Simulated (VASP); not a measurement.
Runs of VASP 6.6.1 on Zn. The structure is that of space group R-3m (No. 166), or close to it. The cells are those of the table. 

| task | level | potentials or basis | cell | k mesh | k mesh for the DOS | occupations for the DOS | gap on the mesh (eV) | pressure (GPa) | largest force (eV/Å) |
| --- | --- | --- | --- | --- | --- | --- | --- | --- | --- |
| single point | PBEsol | VASP PAW PBE potentials, release 64 (Zn) | a = 2.619, b = 2.619, c = 7.472 Å, angles 100.6, 100.6, 60.0°, 3 atoms | 7 × 7 × 2 | - | - | none | -1.5 | 0.01 |
| single point | PBEsol | VASP PAW PBE potentials, release 64 (Zn) | a = 2.670, b = 2.670, c = 7.618 Å, angles 100.6, 100.6, 60.0°, 3 atoms | 12 × 12 × 4 | - | - | none | -5.0 | 0.01 |
| single point | PBEsol | VASP PAW PBE potentials, release 64 (Zn) | a = 2.601, b = 2.601, c = 7.422 Å, angles 100.6, 100.6, 60.0°, 3 atoms | 12 × 12 × 4 | - | - | none | 0.7 | 0.01 |
| single point | PBEsol | VASP PAW PBE potentials, release 64 (Zn) | a = 2.562, b = 2.562, c = 6.260 Å, angles 102.2, 102.2, 59.8°, 3 atoms | 12 × 12 × 4 | - | - | none | 31.0 | - |
| single point | PBEsol | VASP PAW PBE potentials, release 64 (Zn) | a = 2.583, b = 2.583, c = 7.371 Å, angles 100.6, 100.6, 60.0°, 3 atoms | 12 × 12 × 4 | - | - | none | (c) | 0.01 |
| single point | PBEsol | VASP PAW PBE potentials, release 64 (Zn) | a = 2.653, b = 2.653, c = 7.570 Å, angles 100.6, 100.6, 60.0°, 3 atoms | 12 × 12 × 4 | - | - | none | (b) | 0.01 |
| single point | PBEsol | VASP PAW PBE potentials, release 64 (Zn) | a = 2.636, b = 2.636, c = 7.521 Å, angles 100.6, 100.6, 60.0°, 3 atoms | 12 × 12 × 4 | - | - | none | -2.4 | 0.01 |
| single point | PBEsol | VASP PAW PBE potentials, release 64 (Zn) | a = 2.565, b = 2.565, c = 7.319 Å, angles 100.6, 100.6, 60.0°, 3 atoms | 12 × 12 × 4 | - | - | none | (a) | 0.02 |
| single point | PBEsol | VASP PAW PBE potentials, release 64 (Zn) | a = 2.543, b = 2.543, c = 7.499 Å, angles 100.4, 100.4, 59.9°, 3 atoms | 12 × 12 × 4 | - | - | none | 5.6 | - |
| single point | PBEsol | VASP PAW PBE potentials, release 64 (Zn) | a = 2.619, b = 2.619, c = 7.472 Å, angles 100.6, 100.6, 60.0°, 3 atoms | 12 × 12 × 4 | - | - | none | -0.8 | (d) |

Alike in all rows: no spin polarisation; cutoff (eV) 520; smearing fermi-dirac 0.05 eV.

Problem. Estimate the missing entries.

Solution. (a) 5.3; (b) -4.0; (c) 2.8; (d) 0.10.

Caveats: some runs use coarse meshes; the PAW data sets were made with another functional, which shifts forces and pressure a little.

A gap of «none» marks levels without a gap at the run's occupations.
